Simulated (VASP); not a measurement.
Write the native input for VASP 6.6.1 that does the following.

```yaml
Task: single point
Functional: PBE
Potentials_or_basis: VASP PAW PBE potentials, release 64 (Te, Nb_sv)
Cutoff: 520 eV
k_mesh: 8 × 8 × 7
Occupations: gaussian, width 0.029 eV
Spin: no spin polarisation
Dipole_correction: no
Further_INCAR_settings: ALGO = Normal; EDIFF = 1e-06; NBANDS = 16
```

The structure of NbTe lies in POSCAR:

```
NbTe
1.0
    3.7029743866      0.0000000000      0.0000000000
   -1.8514871933      3.2068698884      0.0000000000
    0.0000000000      0.0000000000      3.6942110000
Te Nb
1 1
Direct
    0.6666666667      0.3333333333      0.0000000000
    0.0000000000      0.0000000000      0.5000000000
```

These files were run (other wordings do the same):

INCAR

```
SYSTEM = NbTe
PREC = Accurate ; ENCUT = 520
EDIFF = 1E-6 ; ISMEAR = 0
SIGMA = 0.028999999999999998 ; LREAL = .False.
LASPH = .True. ; NELM = 100
ALGO = Normal ; ISIF = 2
LWAVE = .False. ; LCHARG = .False.
GGA = PE ; NBANDS = 16
```

KPOINTS

```
Automatic mesh
0
Gamma
  8 8 7
  0 0 0
```

Potentials or basis: VASP PAW PBE potentials, release 64 (Te, Nb_sv).

Run with:

```console
$ cat potpaw_PBE.64/Te/POTCAR potpaw_PBE.64/Nb_sv/POTCAR > POTCAR
$ mpirun -np 1 vasp_std > vasp.out
```

Results of the run:

The pressure is -0.8 GPa and the band gap on the k mesh is zero (an odd number of electrons rules out a gap without spin polarisation).

Caveat: spin-orbit coupling is left out, which moves the levels of the heavy elements.

Wall time 20 s on 1 thread of Intel(R) Xeon(R) Platinum 8488C (Sapphire Rapids), with other jobs on the host, peak memory 0.17 GiB.
